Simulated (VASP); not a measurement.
# SiTe4H (P4/mmm) in VASP: a series of runs

SiTe4H is run at these levels: PBE; tasks: single point.

Everything below comes from runs of VASP 6.6.1. Logs are shortened: lines on timing, memory, paths and dates and some standing lists are left out, and cuts for length are marked.

## 1. The cell of the first run

It takes space group P4/mmm (No. 123, tetragonal). The conventional cell has a = 7.621 Å, b = 7.621 Å, c = 3.094 Å, α = 90.00°, β = 90.00°, γ = 90.00°. Within 4.1 Å of Si (site symmetry 4/mmm) lie 2 Si at 3.09 Å. Te (site symmetry m2m) has 1 H at 2.39 Å and 3 Te at 2.83 to 3.09 Å within 3.2 Å. H (site symmetry 4/mmm) has 4 Te at 2.39 Å and 2 H at 3.09 Å within 3.2 Å.

## 2. Single point, PBE

INCAR reads:

```
ALGO = Normal
EDIFF = 1E-7
ENCUT = 520
GGA = PE
ISIF = 2
ISMEAR = 0
LASPH = T
LCHARG = F
LREAL = F
LWAVE = F
NBANDS = 24
NELM = 80
PREC = Accurate
SIGMA = 0.1
```

KPOINTS reads:

```
k-points
0
Gamma
  2 2 6
```

POSCAR reads:

```
SiTe4H
1.0
    7.6211353838      0.0000000000      0.0000000000
    0.0000000000      7.6211353838      0.0000000000
    0.0000000000      0.0000000000      3.0941172548
Si Te H
1 4 1
Direct
    0.0000000000      0.0000000000      0.0000000000
    0.1859158958      0.5000000000      0.5000000000
    0.8140841042      0.5000000000      0.5000000000
    0.5000000000      0.8140841042      0.5000000000
    0.5000000000      0.1859158958      0.5000000000
    0.5000000000      0.5000000000      0.5000000000
```

Potentials or basis: VASP PAW PBE potentials, release 64 (Si, Te, H).

Launch:

```sh
$ cat potpaw_PBE.64/Si/POTCAR potpaw_PBE.64/Te/POTCAR potpaw_PBE.64/H/POTCAR > POTCAR
$ mpirun -np 1 vasp_std > vasp.out
```

OUTCAR:

```text
EDIFF = 1E-7
   ENCUT = 520
   GGA = PE
   ISIF = 2
   ISMEAR = 0
   LASPH = T
   LREAL = F
   NELM = 80
   PREC = Accurate

 ion  position               nearest neighbor table
   1  0.000  0.000  0.000-
   2  0.186  0.500  0.500-   3 2.83   4 3.39   5 3.39
   3  0.814  0.500  0.500-   2 2.83   4 3.39   5 3.39
   4  0.500  0.814  0.500-   5 2.83   3 3.39   2 3.39
   5  0.500  0.186  0.500-   4 2.83   3 3.39   2 3.39
   6  0.500  0.500  0.500-

  LATTYP: Found a simple tetragonal cell.
 ALAT       =     7.6211353838
 C/A-ratio  =     0.4059916402

  Lattice vectors:

 A1 = (   7.6211353838,   0.0000000000,   0.0000000000)
 A2 = (   0.0000000000,   7.6211353838,   0.0000000000)
 A3 = (   0.0000000000,   0.0000000000,   3.0941172548)

Analysis of symmetry for initial positions (statically):
=====================================================================
 Subroutine PRICEL returns:
 Original cell was already a primitive cell.

 Routine SETGRP: Setting up the symmetry group for a
 simple tetragonal supercell.

 Subroutine GETGRP returns: Found 16 space group operations
 (whereof 16 operations were pure point group operations)
 out of a pool of 16 trial point group operations.

The static configuration has the point symmetry D_4h.

Analysis of symmetry for dynamics (positions and initial velocities):
=====================================================================
 Subroutine PRICEL returns:
 Original cell was already a primitive cell.

 Routine SETGRP: Setting up the symmetry group for a
 simple tetragonal supercell.

 Subroutine GETGRP returns: Found 16 space group operations
 (whereof 16 operations were pure point group operations)
 out of a pool of 16 trial point group operations.

The dynamic configuration has the point symmetry D_4h.

 Subroutine INISYM returns: Found 16 space group operations
 (whereof 16 operations are pure point group operations),
 and found     1 'primitive' translations

----------------------------------------------------------------------------------------

                                     Primitive cell

  volume of cell :     179.7116

  direct lattice vectors                    reciprocal lattice vectors
     7.621135384  0.000000000  0.000000000     0.131214045  0.000000000  0.000000000
     0.000000000  7.621135384  0.000000000     0.000000000  0.131214045  0.000000000
     0.000000000  0.000000000  3.094117255     0.000000000  0.000000000  0.323193957

  length of vectors
     7.621135384  7.621135384  3.094117255     0.131214045  0.131214045  0.323193957

  position of ions in fractional coordinates (direct lattice)
     0.000000000  0.000000000  0.000000000
     0.185915896  0.500000000  0.500000000
     0.814084104  0.500000000  0.500000000
     0.500000000  0.814084104  0.500000000
     0.500000000  0.185915896  0.500000000
     0.500000000  0.500000000  0.500000000

  ion indices of the primitive-cell ions
   primitive index   ion index
                 1           1
                 2           2
                 3           3
                 4           4
                 5           5
                 6           6

----------------------------------------------------------------------------------------

 KPOINTS: k-points

Automatic generation of k-mesh.
 Grid dimensions read from file:
 generate k-points for:    2    2    6

 Generating k-lattice:

  Cartesian coordinates                     Fractional coordinates (reciprocal lattice)
     0.065607022  0.000000000  0.000000000     0.500000000  0.000000000  0.000000000
     0.000000000  0.065607022  0.000000000     0.000000000  0.500000000  0.000000000
     0.000000000  0.000000000  0.053865660     0.000000000  0.000000000  0.166666667

  Length of vectors
     0.065607022  0.065607022  0.053865660

  Shift w.r.t. Gamma in fractional coordinates (k-lattice)
     0.000000000  0.000000000  0.000000000

 Subroutine IBZKPT returns following result:
 ===========================================

 Found     12 irreducible k-points:

 Following reciprocal coordinates:
            Coordinates               Weight
  0.000000  0.000000  0.000000      1.000000
  0.500000  0.000000  0.000000      2.000000
  0.500000  0.500000  0.000000      1.000000
  0.000000  0.000000  0.166667      2.000000
  0.500000  0.000000  0.166667      4.000000
  0.500000  0.500000  0.166667      2.000000
  0.000000  0.000000  0.333333      2.000000
  0.500000  0.000000  0.333333      4.000000
  0.500000  0.500000  0.333333      2.000000
  0.000000  0.000000  0.500000      1.000000
  0.500000  0.000000  0.500000      2.000000
  0.500000  0.500000  0.500000      1.000000
   k-points           NKPTS =     12   k-points in BZ     NKDIM =     12   number of bands    NBANDS=     24
   number of dos      NEDOS =    301   number of ions     NIONS =      6
   total plane-waves  NPLWV =  86400
   dimension x,y,z NGX =    60 NGY =   60 NGZ =   24
   dimension x,y,z NGXF=   120 NGYF=  120 NGZF=   48
   ions per type =               1   4   1
   NGX,Y,Z   is equivalent  to a cutoff of  13.09, 13.09, 12.90 a.u.
   NGXF,Y,Z  is equivalent  to a cutoff of  26.18, 26.18, 25.79 a.u.
 SYSTEM =  unknown system
   PREC   = accura    normal or accurate (medium, high low for compatibility)
   ISTART =      0    job   : 0-new  1-cont  2-samecut
   ICHARG =      2    charge: 1-file 2-atom 10-const
   ISPIN  =      1    spin polarized calculation?
   LNONCOLLINEAR =      F non collinear calculations
   LSORBIT =      F    spin-orbit coupling
   LASPH  =      T    aspherical Exc in radial PAW
   ENCUT  =  520.0 eV  38.22 Ry    6.18 a.u.  14.17 14.17  5.75*2*pi/ulx,y,z
   NELM   =     80;   NELMIN=  2; NELMDL= -5     # of ELM steps
   EDIFF  = 0.1E-06   stopping-criterion for ELM
   LREAL  =      F    real-space projection
   EDIFFG = 0.1E-05   stopping-criterion for IOM
   NSW    =      0    number of steps for IOM
   IBRION =     -1    ionic relax: 0-MD 1-quasi-New 2-CG
   NFREE  =      0    steps in history (QN), initial steepest desc. (CG)
   ISIF   =      2    stress and relaxation
   ISYM   =      2    0-nonsym 1-usesym 2-fastsym
   POTIM  = 0.5000    time-step for ionic-motion
   TEBEG  =    0.0;   TEEND  =   0.0 temperature during run
   PSTRESS=    0.0 pullay stress
   NELECT =      29.0000    total number of electrons
   NUPDOWN=      -1.0000    fix difference up-down
   EMIN   =  10.00;   EMAX   =-10.00  energy-range for DOS
   EFERMI =   0.00;   METHOD = LEGACY
   ISMEAR =     0;   SIGMA  =   0.10  broadening in eV -4-tet -1-fermi 0-gaus
   EFERMI_NEDOS =   21; number of points for ismear=-14 and -15
   IALGO  =     38    algorithm
   IMIX   =      4    mixing-type and parameters
     AMIX     =   0.40;   BMIX     =  1.00
     AMIX_MAG =   1.60;   BMIX_MAG =  1.00
  volume/ion in A,a.u.               =      29.95       202.13
  Fermi-wavevector in a.u.,A,eV,Ry     =   0.891283  1.684280 10.808261  0.794385
  Thomas-Fermi vector in A             =   2.013083
   LORBIT       =      0    0 simple, 1 ext, 2 COOP (PROOUT), +10 PAW based schemes
   GGA     = PE    functional components
   LHFCALC =     F    Hartree Fock is set to
   AEXX    =    0.0000 exact exchange contribution
   IVDW    =     0    specifies the selected vdW correction
   LEPSILON=     F    determine dielectric tensor
   LRPA    =     F    only Hartree local field effects (RPA)
 non-spin polarized calculation
 Gauss-broadening in eV      SIGMA  =   0.10
  energy-cutoff  :      520.00
  volume of cell :      179.71
 maximum number of plane-waves:      4872
 NGX is ok and might be reduce to    60
   NGX = 29   NGY = 29   NGZ = 11

 number of electron      29.0000001 magnetization

 Free energy of the ion-electron system (eV)
  ---------------------------------------------------
  ext. energy  EPLUGINS =         0.00000000
  ---------------------------------------------------
  free energy    TOTEN  =       -16.38110160 eV

  energy without entropy =      -16.34617457  energy(sigma->0) =      -16.36363809

 E-fermi :   4.6215     XC(G=0):  -8.7043

 val. band max:        4.6182626504   @ k =   0.5000   0.5000   0.5000
 cond. band min:       4.7695100778   @ k =   0.5000   0.5000   0.0000
 fundamental gap:      0.1512474273
 Fermi energy:         4.6214829452

 k-point     1 :       0.0000    0.0000    0.0000
  band No.  band energies     occupation
      1      -8.8323      2.00000
      2      -7.8943      2.00000
      3      -6.6504      2.00000
      4      -6.6504      2.00000
      5      -2.8086      2.00000
      6      -2.2488      2.00000
[... 16 lines left out ...]
     23      10.6689      0.00000
     24      11.2416      0.00000

 k-point     2 :       0.5000    0.0000    0.0000
  band No.  band energies     occupation
      1      -8.5560      2.00000
      2      -8.3100      2.00000
      3      -6.6473      2.00000
      4      -6.5968      2.00000
      5      -2.7734      2.00000
      6      -1.2803      2.00000
[... 16 lines left out ...]
     23      10.9234      0.00000
     24      11.4695      0.00000

 k-point     3 :       0.5000    0.5000    0.0000
  band No.  band energies     occupation
      1      -8.3063      2.00000
      2      -8.3063      2.00000
      3      -7.6123      2.00000
      4      -5.8260      2.00000
      5      -2.8752      2.00000
      6      -0.1336      2.00000
[... 16 lines left out ...]
     23      10.1320      0.00000
     24      12.0847      0.00000
[... 190 lines left out ...]
 k-point    11 :       0.5000    0.0000    0.5000
  band No.  band energies     occupation
      1      -6.5227      2.00000
      2      -6.2492      2.00000
      3      -4.4838      2.00000
      4      -4.4730      2.00000
      5      -0.9381      2.00000
      6      -0.8853      2.00000
[... 16 lines left out ...]
     23       9.3065      0.00000
     24       9.5152      0.00000

 k-point    12 :       0.5000    0.5000    0.5000
  band No.  band energies     occupation
      1      -6.2475      2.00000
      2      -6.2475      2.00000
      3      -5.5684      2.00000
      4      -3.5866      2.00000
      5      -0.7318      2.00000
      6      -0.7318      2.00000
[... 16 lines left out ...]
     23       9.0175      0.00000
     24       9.1524      0.00000

------------------------ aborting loop because EDIFF is reached ----------------------------------------

  FORCE on cell =-STRESS in cart. coord.  units (eV):
  Direction    XX          YY          ZZ          XY          YZ          ZX
  --------------------------------------------------------------------------------------
  -------------------------------------------------------------------------------------
  Total       -0.2356309     -0.2356309     -0.1622865      0.0000000     -0.0000000      0.0000000
  in kB       -2.1007133     -2.1007133     -1.4468275      0.0000000     -0.0000000      0.0000000
  external PRESSURE =      -1.8827514 kB  Pullay stress =       0.0000000 kB

 VOLUME and BASIS-vectors are now :
 -----------------------------------------------------------------------------
  energy-cutoff  :      520.00
  volume of cell :      179.71
      direct lattice vectors                 reciprocal lattice vectors
     7.621135384  0.000000000  0.000000000     0.131214045  0.000000000  0.000000000
     0.000000000  7.621135384  0.000000000     0.000000000  0.131214045  0.000000000
     0.000000000  0.000000000  3.094117255     0.000000000  0.000000000  0.323193957

 POSITION                                       TOTAL-FORCE (eV/Angst)
 -----------------------------------------------------------------------------------
      0.00000      0.00000      0.00000        -0.000000      0.000000      0.000000
      1.41689      3.81057      1.54706        -0.029923     -0.000000      0.000000
      6.20425      3.81057      1.54706         0.029923     -0.000000      0.000000
      3.81057      6.20425      1.54706        -0.000000      0.029923     -0.000000
      3.81057      1.41689      1.54706         0.000000     -0.029923      0.000000
      3.81057      3.81057      1.54706        -0.000000      0.000000      0.000000
 -----------------------------------------------------------------------------------
    total drift:                               -0.000000     -0.000000      0.000000

  FREE ENERGIE OF THE ION-ELECTRON SYSTEM (eV)
  ---------------------------------------------------
  free  energy   TOTEN  =       -16.3811016027 eV

  energy  without entropy=      -16.3461745707  energy(sigma->0) =      -16.36363809
```

Wall time 74 s (1 thread of Oxide Virtual Turin-like, shared host); peak memory 0.26 GiB.

Results:

```
Free energy   : -16.3811 eV
Pressure      : -0.2 GPa
Largest force : 0.030 eV/Å
```

Forces in eV/Å, atoms in the order of the input:
```
Si   0.000  0.000  0.000
Te  -0.030  0.000  0.000
Te   0.030  0.000  0.000
Te   0.000  0.030  0.000
Te   0.000 -0.030  0.000
H    0.000  0.000  0.000
```

Caveat: the k points lie up to 0.41 Å⁻¹ apart; spin-orbit coupling is left out, which moves the levels of the heavy elements.

## 3. Single point, PBE

This run uses another cell than the first one, of 29.21 Å³/atom, 0.975 times its volume.

INCAR reads:

```
ALGO = Normal
EDIFF = 1E-7
ENCUT = 520
GGA = PE
ISIF = 2
ISMEAR = 0
LASPH = True
LCHARG = False
LREAL = False
LWAVE = False
NBANDS = 24
NELM = 60
PREC = Accurate
SIGMA = 0.1
```

KPOINTS reads:

```
k-points
0
Gamma
  4 4 4
```

POSCAR reads:

```
SiTe4H
1.0
    7.4830909209      0.0000000000      0.0000000000
    0.0000000000      7.4830909209      0.0000000000
    0.0000000000      0.0000000000      3.1301045276
Si Te H
1 4 1
Direct
    0.0000000000      0.0000000000      0.0000000000
    0.1929834090      0.5000000000      0.5000000000
    0.8070165910      0.5000000000      0.5000000000
    0.5000000000      0.8070165910      0.5000000000
    0.5000000000      0.1929834090      0.5000000000
    0.5000000000      0.5000000000      0.5000000000
```

Potentials or basis: VASP PAW PBE potentials, release 64 (Si, Te, H).

Launch:

```sh
$ cat potpaw_PBE.64/Si/POTCAR potpaw_PBE.64/Te/POTCAR potpaw_PBE.64/H/POTCAR > POTCAR
$ mpirun -np 1 vasp_std > vasp.out
```

Wall time 2 min (1 thread of Oxide Virtual Turin-like, shared host); peak memory 0.25 GiB.

Results (log left out):

* Free energy: -16.6892 eV
* Pressure: 0.2 GPa

Stress tensor (GPa, compression positive):
```
 0.24  0.00  0.00
 0.00  0.24  0.00
 0.00  0.00 -0.01
```

Levels at points of the mesh, in eV from the Fermi level:
```csv
k point,band 10,band 11,band 12,band 13,band 14,band 15,band 16,band 17,band 18,band 19
"(0.00, 0.00, 0.00)",-2.17,-0.58,-0.58,0.19,0.81,1.12,1.12,2.01,3.08,3.76
"(0.50, 0.00, 0.00)",-2.07,-0.89,-0.83,-0.78,0.33,0.74,2.29,2.57,3.49,3.76
"(0.50, 0.50, 0.00)",-1.69,-1.69,-1.58,0.10,0.10,2.58,2.58,2.98,3.13,3.71
"(0.00, 0.00, 0.50)",-3.81,-2.40,-1.93,-1.41,-1.41,-0.53,0.74,0.74,1.48,1.89
"(0.50, 0.00, 0.50)",-3.55,-3.30,-2.57,-2.50,-0.33,-0.23,0.59,0.60,0.99,1.28
"(0.50, 0.50, 0.50)",-3.33,-3.16,-3.16,-2.97,-1.73,0.26,0.69,0.69,1.03,1.03
```

Caveat: the k points lie up to 0.50 Å⁻¹ apart; spin-orbit coupling is left out, which moves the levels of the heavy elements.
